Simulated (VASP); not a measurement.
# GaAs (F-43m) in VASP: a series of runs

Aim: see how the results for GaAs move with the level of theory and the settings. Levels: PBE, LDA. Tasks: relaxation of cell and atoms, single point.

Program: VASP 6.6.1. These are calculated values, not measurements. Logs are shortened: lines on timing, memory, paths and dates and some standing lists are left out, and cuts for length are marked.

**What was measured.**

“Evidence of valence band perturbations in GaAsN/GaAs(001): A combined variable-angle spectroscopic ellipsometry and modulated photoreflectance investigation”, 2008, arxiv:0805.2212 reports, for a bulk crystal of GaAs at 300 K: band gap 1.418 ± 0.005 eV (direct); band gap 1.412 ± 0.01 eV (direct).

How close the calculation comes is told below.

## 1. The cell of the first run

Symmetry: F-43m, No. 216, cubic system. Conventional cell: a = 5.654 Å, b = 5.654 Å, c = 5.654 Å, α = 90.00°, β = 90.00°, γ = 90.00°. Ga (site symmetry -43m) has 4 As at 2.45 Å within 3.2 Å. Within 3.2 Å of As (site symmetry -43m) lie 4 Ga at 2.45 Å.

## 2. Relaxation of cell and atoms, PBE

File INCAR:

```
  PREC = Accurate
  ENCUT = 600
  EDIFF = 1E-6
  ISMEAR = -1
  SIGMA = 0.02
  LREAL = False
  LASPH = True
  NELM = 60
  ALGO = Normal
  ISIF = 3
  LWAVE = False
  LCHARG = False
  GGA = PE
  IBRION = 2
  NSW = 80
  EDIFFG = -0.005
```

File KPOINTS:

```
regular mesh
0
Gamma
  8 8 8
```

File POSCAR:

```
GaAs
1.0
    0.0000000000      2.8268500000      2.8268500000
    2.8268500000      0.0000000000      2.8268500000
    2.8268500000      2.8268500000      0.0000000000
Ga As
1 1
Direct
    0.0000000000      0.0000000000      0.0000000000
    0.2500000000      0.2500000000      0.2500000000
```

Potentials or basis: VASP PAW PBE potentials, release 64 (Ga_d, As).

Command:

```sh
> cat potpaw_PBE.64/Ga_d/POTCAR potpaw_PBE.64/As/POTCAR > POTCAR
> mpirun -np 1 vasp_std > vasp.out
```

OUTCAR:

```text
PREC = Accurate
   ENCUT = 600
   EDIFF = 1E-6
   ISMEAR = -1
   LREAL = False
   LASPH = True
   NELM = 60
   ISIF = 3
   GGA = PE
   IBRION = 2
   NSW = 80
   EDIFFG = -0.005

 ion  position               nearest neighbor table
   1  0.000  0.000  0.000-   2 2.45   2 2.45   2 2.45   2 2.45
   2  0.250  0.250  0.250-   1 2.45   1 2.45   1 2.45   1 2.45

  LATTYP: Found a face centered cubic cell.
 ALAT       =     5.6537000000

  Lattice vectors:

 A1 = (   0.0000000000,   2.8268500000,   2.8268500000)
 A2 = (   2.8268500000,   0.0000000000,   2.8268500000)
 A3 = (   2.8268500000,   2.8268500000,   0.0000000000)

Analysis of symmetry for initial positions (statically):
=====================================================================
 Subroutine PRICEL returns:
 Original cell was already a primitive cell.

 Routine SETGRP: Setting up the symmetry group for a
 face centered cubic supercell.

 Subroutine GETGRP returns: Found 24 space group operations
 (whereof 24 operations were pure point group operations)
 out of a pool of 48 trial point group operations.

The static configuration has the point symmetry T_d .

Analysis of symmetry for dynamics (positions and initial velocities):
=====================================================================
 Subroutine PRICEL returns:
 Original cell was already a primitive cell.

 Routine SETGRP: Setting up the symmetry group for a
 face centered cubic supercell.

 Subroutine GETGRP returns: Found 24 space group operations
 (whereof 24 operations were pure point group operations)
 out of a pool of 48 trial point group operations.

The dynamic configuration has the point symmetry T_d .

 Subroutine INISYM returns: Found 24 space group operations
 (whereof 24 operations are pure point group operations),
 and found     1 'primitive' translations

----------------------------------------------------------------------------------------

                                     Primitive cell

  volume of cell :      45.1792

  direct lattice vectors                    reciprocal lattice vectors
     0.000000000  2.826850000  2.826850000    -0.176875321  0.176875321  0.176875321
     2.826850000  0.000000000  2.826850000     0.176875321 -0.176875321  0.176875321
     2.826850000  2.826850000  0.000000000     0.176875321  0.176875321 -0.176875321

  length of vectors
     3.997769609  3.997769609  3.997769609     0.306357042  0.306357042  0.306357042

  position of ions in fractional coordinates (direct lattice)
     0.000000000  0.000000000  0.000000000
     0.250000000  0.250000000  0.250000000

  ion indices of the primitive-cell ions
   primitive index   ion index
                 1           1
                 2           2

----------------------------------------------------------------------------------------

 KPOINTS: regular mesh

Automatic generation of k-mesh.
 Grid dimensions read from file:
 generate k-points for:    8    8    8

 Generating k-lattice:

  Cartesian coordinates                     Fractional coordinates (reciprocal lattice)
    -0.022109415  0.022109415  0.022109415     0.125000000  0.000000000  0.000000000
     0.022109415 -0.022109415  0.022109415     0.000000000  0.125000000  0.000000000
     0.022109415  0.022109415 -0.022109415     0.000000000  0.000000000  0.125000000

  Length of vectors
     0.038294630  0.038294630  0.038294630

  Shift w.r.t. Gamma in fractional coordinates (k-lattice)
     0.000000000  0.000000000  0.000000000

 Subroutine IBZKPT returns following result:
 ===========================================

 Found     29 irreducible k-points:

 Following reciprocal coordinates:
            Coordinates               Weight
  0.000000  0.000000  0.000000      1.000000
  0.125000  0.000000  0.000000      8.000000
  0.250000  0.000000  0.000000      8.000000
  0.375000  0.000000  0.000000      8.000000
  0.500000  0.000000  0.000000      4.000000
  0.125000  0.125000  0.000000      6.000000
[... 16 lines left out ...]
  0.500000  0.250000  0.125000     48.000000
 -0.375000  0.250000  0.125000     24.000000
 [... further k-points ...]
   k-points           NKPTS =     29   k-points in BZ     NKDIM =     29   number of bands    NBANDS=     13
   number of dos      NEDOS =    301   number of ions     NIONS =      2
   total plane-waves  NPLWV =  32768
   dimension x,y,z NGX =    32 NGY =   32 NGZ =   32
   dimension x,y,z NGXF=    64 NGYF=   64 NGZF=   64
   ions per type =               1   1
   NGX,Y,Z   is equivalent  to a cutoff of  13.31, 13.31, 13.31 a.u.
   NGXF,Y,Z  is equivalent  to a cutoff of  26.61, 26.61, 26.61 a.u.
 SYSTEM =  unknown system
   PREC   = accura    normal or accurate (medium, high low for compatibility)
   ISTART =      0    job   : 0-new  1-cont  2-samecut
   ICHARG =      2    charge: 1-file 2-atom 10-const
   ISPIN  =      1    spin polarized calculation?
   LNONCOLLINEAR =      F non collinear calculations
   LSORBIT =      F    spin-orbit coupling
   LASPH  =      T    aspherical Exc in radial PAW
   ENCUT  =  600.0 eV  44.10 Ry    6.64 a.u.   7.98  7.98  7.98*2*pi/ulx,y,z
   NELM   =     60;   NELMIN=  2; NELMDL= -5     # of ELM steps
   EDIFF  = 0.1E-05   stopping-criterion for ELM
   LREAL  =      F    real-space projection
   EDIFFG = -.5E-02   stopping-criterion for IOM
   NSW    =     80    number of steps for IOM
   IBRION =      2    ionic relax: 0-MD 1-quasi-New 2-CG
   NFREE  =      1    steps in history (QN), initial steepest desc. (CG)
   ISIF   =      3    stress and relaxation
   ISYM   =      2    0-nonsym 1-usesym 2-fastsym
   POTIM  = 0.5000    time-step for ionic-motion
   TEBEG  =    0.0;   TEEND  =   0.0 temperature during run
   PSTRESS=    0.0 pullay stress
   NELECT =      18.0000    total number of electrons
   NUPDOWN=      -1.0000    fix difference up-down
   EMIN   =  10.00;   EMAX   =-10.00  energy-range for DOS
   EFERMI =   0.00;   METHOD = LEGACY
   ISMEAR =    -1;   SIGMA  =   0.02  broadening in eV -4-tet -1-fermi 0-gaus
   EFERMI_NEDOS =   21; number of points for ismear=-14 and -15
   IALGO  =     38    algorithm
   IMIX   =      4    mixing-type and parameters
     AMIX     =   0.40;   BMIX     =  1.00
     AMIX_MAG =   1.60;   BMIX_MAG =  1.00
  volume/ion in A,a.u.               =      22.59       152.44
  Fermi-wavevector in a.u.,A,eV,Ry     =   1.204628  2.276417 19.743799  1.451128
  Thomas-Fermi vector in A             =   2.340347
   LORBIT       =      0    0 simple, 1 ext, 2 COOP (PROOUT), +10 PAW based schemes
   GGA     = PE    functional components
   LHFCALC =     F    Hartree Fock is set to
   AEXX    =    0.0000 exact exchange contribution
   IVDW    =     0    specifies the selected vdW correction
   LEPSILON=     F    determine dielectric tensor
   LRPA    =     F    only Hartree local field effects (RPA)
 conjugate gradient relaxation of ions
 non-spin polarized calculation
  energy-cutoff  :      600.00
  volume of cell :       45.18
 maximum number of plane-waves:      1540
   NGX = 15   NGY = 15   NGZ = 15

--------------------------------------- Ionic step        1  -------------------------------------------

 number of electron      18.0000011 magnetization

 Free energy of the ion-electron system (eV)
  ---------------------------------------------------
  ext. energy  EPLUGINS =         0.00000000
  ---------------------------------------------------
  free energy    TOTEN  =        -8.24695635 eV

  energy without entropy =       -8.24695634  energy(sigma->0) =       -8.24695634

------------------------ aborting loop because EDIFF is reached ----------------------------------------

  FORCE on cell =-STRESS in cart. coord.  units (eV):
  Direction    XX          YY          ZZ          XY          YZ          ZX
  --------------------------------------------------------------------------------------
  -------------------------------------------------------------------------------------
  Total        0.9671623      0.9671623      0.9671623     -0.0000000      0.0000000     -0.0000000
  in kB       34.2982239     34.2982239     34.2982239     -0.0000000      0.0000000     -0.0000000
  external PRESSURE =      34.2982239 kB  Pullay stress =       0.0000000 kB
[... 237 lines left out ...]
  energy  without entropy=       -8.2707905747  energy(sigma->0) =       -8.27080557

--------------------------------------- Ionic step        8  -------------------------------------------

 number of electron      17.9999995 magnetization

 Free energy of the ion-electron system (eV)
  ---------------------------------------------------
  ext. energy  EPLUGINS =         0.00000000
  ---------------------------------------------------
  free energy    TOTEN  =        -8.27082109 eV

  energy without entropy =       -8.27079014  energy(sigma->0) =       -8.27080562

 E-fermi :   3.5584     XC(G=0):  -9.3626

 val. band max:        3.4734022044   @ k =   0.0000   0.0000   0.0000
 cond. band min:       3.6209261836   @ k =   0.0000   0.0000   0.0000
 fundamental gap:      0.1475239791
 Fermi energy:         3.5584401024

 k-point     1 :       0.0000    0.0000    0.0000
  band No.  band energies     occupation
      1     -11.2538      2.00000
      2     -11.2538      2.00000
      3     -11.2538      2.00000
      4     -11.1862      2.00000
      5     -11.1862      2.00000
      6      -8.9025      2.00000
      7       3.4734      1.97193
      8       3.4734      1.97193
      9       3.4734      1.97193
     10       3.6209      0.08423
     11       7.1869      0.00000
     12       7.1869      0.00000
     13       7.1869      0.00000
[... 353 lines left out ...]
 k-point    24 :      -0.3750    0.2500    0.1250
  band No.  band energies     occupation
      1     -11.3257      2.00000
      2     -11.2329      2.00000
      3     -11.2265      2.00000
      4     -11.1897      2.00000
      5     -11.1832      2.00000
      6      -6.9750      2.00000
      7      -2.7877      2.00000
      8       0.4328      2.00000
      9       1.6676      2.00000
     10       6.3408      0.00000
     11       7.6458      0.00000
     12       9.6439      0.00000
     13      10.9342      0.00000

 [... further k-points ...]
[... 5 lines left out ...]
  --------------------------------------------------------------------------------------
  -------------------------------------------------------------------------------------
  Total       -0.0052713     -0.0052713     -0.0052713      0.0000000      0.0000000      0.0000000
  in kB       -0.1777622     -0.1777622     -0.1777622      0.0000000      0.0000000      0.0000000
  external PRESSURE =      -0.1777622 kB  Pullay stress =       0.0000000 kB
[... 17 lines left out ...]
  FREE ENERGIE OF THE ION-ELECTRON SYSTEM (eV)
  ---------------------------------------------------
  free  energy   TOTEN  =        -8.2708210897 eV

  energy  without entropy=       -8.2707901407  energy(sigma->0) =       -8.27080562

 reached required accuracy - stopping structural energy minimisation
```

It took 40 s on 1 thread of Intel Xeon 6975P-C (Granite Rapids), shared host; peak memory 0.19 GiB.

Results:

- Free energy: -8.2708 eV
- Relaxed volume: 23.76 Å³/atom
- Relaxed cell: a = 4.065 Å, b = 4.065 Å, c = 4.065 Å, α = 60.00°, β = 60.00°, γ = 60.00°
- Space group after relaxing (to 0.05 Å): F-43m (No. 216)
- Energy gained by relaxing: 11.9 meV/atom
- Ionic steps: 8
- Pressure after relaxing: 0.0 GPa
- Band gap on the k mesh: 0.15 eV, direct

The path:
```csv
step,energy change (eV),largest force (eV/Å),pressure (GPa),volume (Å³)
1,0.0000,0.0000,3.43,45.18
2,-0.0208,0.0000,-0.99,48.42
3,-0.0239,0.0000,0.07,47.53
4,-0.0238,0.0000,-0.13,47.59
5,-0.0239,0.0000,0.07,47.46
6,-0.0239,0.0000,-0.03,47.52
7,-0.0239,0.0000,0.06,47.50
8,-0.0239,0.0000,-0.02,47.51
```

Final structure:
```
CELL_PARAMETERS angstrom
0.00000 2.87465 2.87465
2.87465 0.00000 2.87465
2.87465 2.87465 0.00000
ATOMIC_POSITIONS crystal
Ga 0.00000 0.00000 0.00000
As 0.25000 0.25000 0.25000
```

Levels at points of the mesh, in eV from the valence-band top:
```
           k point  band 5  band 6  band 7  band 8  band 9  band 10  band 11  band 12  band 13
(0.00, 0.00, 0.00)  -14.66  -12.38    0.00    0.00    0.00     0.15     3.71     3.71     3.71
(0.50, 0.00, 0.00)  -14.66  -10.76   -6.37   -1.07   -1.07     0.86     4.61     4.61     7.70
(0.50, 0.50, 0.00)  -14.65  -10.09   -6.59   -2.51   -2.51     1.56     1.67     9.77     9.77
```

(Continued in part 2 of 2.)
